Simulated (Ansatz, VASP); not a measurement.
## One calculation of Ir, two programs

Contents of INCAR:

```
PREC     = Accurate       # precision mode
ENCUT    = 500            # plane-wave cutoff, eV
EDIFF    = 1E-6           # SCF threshold, eV
ISMEAR   = 1              # smearing method
SIGMA    = 0.2            # smearing width, eV
LREAL    = False          # projectors in reciprocal space
LASPH    = True           # aspherical terms in the spheres
NELM     = 120            # most SCF steps
ALGO     = Normal         # electronic algorithm
ISIF     = 2              # what is computed and relaxed
LWAVE    = False          # write WAVECAR
LCHARG   = False          # write CHGCAR
GGA      = PE             # functional
NBANDS   = 10             # bands
GGA_COMPAT= False
```

File KPOINTS:

```
Automatic mesh
0
Gamma
  18 18 18
```

POSCAR

```
Ir
1.0
    0.0000000000      1.9197000000      1.9197000000
    1.9197000000      0.0000000000      1.9197000000
    1.9197000000      1.9197000000      0.0000000000
Ir
1
Direct
    0.0000000000      0.0000000000      0.0000000000
```

Input for Ansatz:

```yaml
crystal:
  lattice:
    - [0.0, 1.9197, 1.9197]
    - [1.9197, 0.0, 1.9197]
    - [1.9197, 1.9197, 0.0]
  atoms:
    - { symbol: Ir, position: [0.0, 0.0, 0.0] }
kpoints:
  mp_grid: { grid: [18, 18, 18] }
scf:
  occupations: { method: methfessel_paxton, width: 0.2 }
hamiltonian:
  xc: pbe
  pseudopotentials: { kind: all_electron, lapw: { basis_error: 0.0005 } }
output:
  forces: true
  stress: true
  eigenvalues: true
```

Alike in both runs: task single point; functional PBE; k mesh 18 × 18 × 18; occupations methfessel-paxton of order 1, width 0.2 eV; no spin polarisation.

|  | VASP | Ansatz |
| --- | --- | --- |
| version | VASP 6.6.1 | Ansatz 0.2.0 |
| potentials or method | VASP PAW PBE potentials, release 64 (Ir), cutoff 500 eV | all-electron LAPW, scalar-relativistic |

VASP gave:

| Item | Value |
| --- | --- |
| pressure (GPa) | 9.5 |

Problem. What did Ansatz give for the same quantities?

Solution. Pressure (GPa): 8.9.

Ansatz ran all-electron here, and VASP with PAW potentials.

Spin-orbit coupling is off throughout.
